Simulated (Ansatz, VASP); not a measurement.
One calculation of SnO2, two programs

```
Sn O
1.0
     4.82771    0.00000    0.00000
     0.00000    4.82771    0.00000
     0.00000    0.00000    3.23799
Sn O
2 4
Direct
  0.00327 0.00337 0.99777
  0.50149 0.49601 0.49544
  0.30094 0.30455 0.00462
  0.19719 0.80649 0.50480
  0.69330 0.69082 0.99957
  0.80382 0.19876 0.49779
```

Change from the starting cell: all atoms moved at random, sigma 0.02 Å a component; relaxed back.

Alike in both runs: task relaxation of cell and atoms; functional PBE; k mesh 6 × 6 × 8; occupations gaussian, width 0.05 eV; no spin polarisation.

|  | VASP | Ansatz |
| --- | --- | --- |
| version | VASP 6.6.1 | Ansatz 0.2.0 |
| potentials or method | VASP PAW PBE potentials, release 64 (Sn_d, O), cutoff 600 eV | scalar-relativistic, plane waves, PAW |
| valence electrons in the cell | 52 | 52 |

VASP gave:

| Item | Value |
| --- | --- |
| gap on the k mesh at the Fermi level, each at its own relaxed structure (eV) | 0.64 |
| relaxed volume (Å³/atom) | 12.60 |
| relaxed cell length with the largest relative difference (Å) | 3.242 |

Estimate Ansatz's values.

gap on the k mesh at the Fermi level, each at its own relaxed structure (eV): 0.68; relaxed volume (Å³/atom): 12.58; relaxed cell length with the largest relative difference (Å): 3.238.
